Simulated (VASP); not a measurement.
Write the native input for VASP 6.6.1 that does the following.

* Task: single point
* Functional: PBEsol
* Potentials or basis: VASP PAW PBE potentials, release 64 (B, N)
* Cutoff: 520 eV
* k mesh: 1 × 1 × 6
* Occupations: gaussian, width 0.05 eV
* Spin: collinear spin, ferromagnetic start
* Starting moments: [0.3, 0.3, 0.3, 0.3, 0.3, 0.3, 0.3, 0.3, 0.3, 0.3, 0.3, 0.3, 0.3, 0.3, 0.3, 0.3, 0.3, 0.3, 0.3, 0.3] μB
* Dipole correction: no
* Further INCAR settings: LREAL = Auto; ALGO = Normal; EDIFF = 1e-06; NBANDS = 60

The structure of BN lies in POSCAR:

```
BN
1.0
   13.4000000000      0.0000000000      0.0000000000
    0.0000000000     11.8000000000      0.0000000000
    0.0000000000      0.0000000000      6.3346719972
B N
10 10
Direct
    0.6440239384      0.5000000000      0.0261377944
    0.3519701338      0.5000000000      0.7379261005
    0.3996932939      0.5000000000      0.3555223228
    0.6231022514      0.5000000000      0.6418560565
    0.4278081462      0.3966030504      1.0308745353
    0.5452081676      0.4077027917      0.3329224039
    0.5223027975      0.6551166877      0.7120861668
    0.4278081462      0.6033969496      1.0308745353
    0.5452081676      0.5922972083      0.3329224039
    0.5223027975      0.3448833123      0.7120861668
    0.6071112641      0.5000000000      0.2256496896
    0.3734813704      0.5000000000      0.9519237447
    0.3422847656      0.5000000000      0.5363699991
    0.6735265489      0.5000000000      0.8313608158
    0.4442675581      0.3926890661      0.2569380989
    0.5787680855      0.3921090335      0.5478322496
    0.4740484618      0.6772133827      0.8826399507
    0.4442675581      0.6073109339      0.2569380989
    0.5787680855      0.6078909665      0.5478322496
    0.4740484618      0.3227866173      0.8826399507
```

One way to write it, as run:

INCAR

```
PREC     = Accurate       # precision mode
ENCUT    = 520            # plane-wave cutoff, eV
EDIFF    = 1E-6           # SCF threshold, eV
ISMEAR   = 0              # smearing method
SIGMA    = 0.05           # smearing width, eV
LREAL    = Auto         
LASPH    = True           # aspherical terms in the spheres
NELM     = 150            # most SCF steps
ALGO     = Normal         # electronic algorithm
ISIF     = 2              # what is computed and relaxed
LWAVE    = False          # write WAVECAR
LCHARG   = False          # write CHGCAR
ISPIN    = 2              # spin polarisation
MAGMOM   = 0.3 0.3 0.3 0.3 0.3 0.3 0.3 0.3 0.3 0.3 0.3 0.3 0.3 0.3 0.3 0.3 0.3 0.3 0.3 0.3 # initial moments
LORBIT   = 11             # projections on sites
GGA      = PS             # functional
NBANDS   = 60             # bands
```

KPOINTS

```
Automatic mesh
0
Gamma
  1 1 6
```

Potentials or basis: VASP PAW PBE potentials, release 64 (B, N).

The run is started by

```bash
$ cat potpaw_PBE.64/B/POTCAR potpaw_PBE.64/N/POTCAR > POTCAR
$ mpirun -np 1 vasp_std > vasp.out
```

Results of the run:

```
Largest force                                         : 0.055 eV/Å
Band gap on the k mesh                                : 2.37 eV (least direct gap 2.42 eV)
Net moment                                            : 0.00 μB per cell
Valence electrons inside the program's atomic spheres : B 2.22, 2.21, 2.03, 2.04, 2.08, 2.19 (each value once); N 3.98, 3.97, 3.96, 3.94 (each value once)
```

Caveat: the PAW data sets were made with another functional, which shifts forces and pressure a little.

Run time: 16 min on 1 thread of Intel(R) Xeon(R) Platinum 8488C (Sapphire Rapids) (shared host), peak memory 1.3 GiB.
